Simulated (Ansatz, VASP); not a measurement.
# SnTe: VASP beside Ansatz

Contents of INCAR:

```
SYSTEM = SnTe
  PREC = Accurate
  ENCUT = 520
  EDIFF = 1E-6
  ISMEAR = -1
  SIGMA = 0.08
  LREAL = .False.
  LASPH = .True.
  NELM = 60
  ALGO = Normal
  ISIF = 2
  LWAVE = .False.
  LCHARG = .True.
  GGA = PS
  LELF = .True.
  LVHAR = .True.
  NBANDS = 17
```

KPOINTS

```
regular mesh
0
Gamma
  11 11 11
  0 0 0
```

POSCAR

```
SnTe
1.0
    0.0000000000      2.7088480152      2.7088480152
    2.7088480152      0.0000000000      2.7088480152
    2.7088480152      2.7088480152      0.0000000000
Sn Te
1 1
Direct
    0.0000000000      0.0000000000      0.0000000000
    0.5000000000      0.5000000000      0.5000000000
```

Input for Ansatz:

```yaml
crystal:
  lattice:
    - [0.0, 2.7088480152, 2.7088480152]
    - [2.7088480152, 0.0, 2.7088480152]
    - [2.7088480152, 2.7088480152, 0.0]
  atoms:
    - { symbol: Sn, position: [0.0, 0.0, 0.0] }
    - { symbol: Te, position: [0.5, 0.5, 0.5] }
kpoints:
  mp_grid: { grid: [11, 11, 11] }
scf:
  occupations: { method: fermi_dirac, width: 0.08 }
hamiltonian:
  xc: pbesol
  pseudopotentials: { kind: paw }
output:
  forces: true
  stress: true
  eigenvalues: true
  populations: true
```

Change from the starting cell: volume scaled by 0.64, PAW files.

Alike in both runs: task single point; functional PBEsol; k mesh 11 × 11 × 11; occupations fermi-dirac, width 0.08 eV; no spin polarisation.

|  | VASP | Ansatz |
| --- | --- | --- |
| version | VASP 6.6.1 | Ansatz 0.2.0 |
| potentials or method | VASP PAW PBE potentials, release 64 (Sn_d, Te) | PAW with Ansatz's default frozen-core files, scalar-relativistic |
| plane-wave cutoff (eV) | 520 | 420 |
| valence electrons in the cell | 20 | 30 |

```tsv
	VASP	Ansatz	Ansatz less VASP
pressure (GPa)	56.6	56.3	-0.30
```

VASP's potentials were made for PBE, not for PBEsol. Both programs put the cell under a high pressure, so it lies far from rest at this level. The functional is the same, so the differences come from potentials, cutoffs and numerics. VASP's potentials hold 20 valence electrons a cell and Ansatz's 30, so a difference there can come from the potentials and not from the codes.

Neither program's run includes spin-orbit coupling.
